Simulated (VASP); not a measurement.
SnSe:

```
Sn Se
1.0
     0.00000    3.01000    3.01000
     3.01000    0.00000    3.01000
     3.01000    3.01000    0.00000
Sn Se
1 1
Direct
  0.00000 0.00000 0.00000
  0.50000 0.50000 0.50000
```

| Property | Result |
| --- | --- |
| Program | VASP 6.6.1 |
| Task | relaxation of cell and atoms |
| Functional | RPBE |
| Dispersion | D3(BJ) |
| Potentials or basis | VASP PAW PBE potentials, release 64 (Sn_d, Se) |
| Cutoff | 600 eV |
| k mesh | 8 × 8 × 8 |
| Occupations | fermi-dirac, width 0.05 eV |
| Spin | no spin polarisation |

At the start: pressure -10.8 GPa; volume 27.27 Å³/atom.

How do energy, volume and symmetry change on relaxing?

Over 3 steps the energy falls by 200.4 meV/atom and the volume is 22.31 Å³/atom (-18.2 %); space group Fm-3m (No. 225, to 0.05 Å).

Step by step:
| step | energy change (eV) | largest force (eV/Å) | pressure (GPa) | volume (Å³) |
| --- | --- | --- | --- | --- |
| 1 | 0.0000 | 0.0000 | -10.78 | 54.54 |
| 2 | -0.3279 | 0.0000 | 7.57 | 41.30 |
| 3 | -0.4008 | 0.0000 | 0.00 | 44.62 |

Final structure:
```
CELL_PARAMETERS angstrom
0.00000 2.81508 2.81508
2.81508 0.00000 2.81508
2.81508 2.81508 0.00000
ATOMIC_POSITIONS crystal
Sn 0.00000 0.00000 0.00000
Se 0.50000 0.50000 0.50000
```

Caveat: the volume moved by over 15 % at a fixed basis, so the end points are rough; the PAW data sets were made with another functional, which shifts forces and pressure a little; the volume moved by -18 % from the deposited cell, more than functionals usually miss.
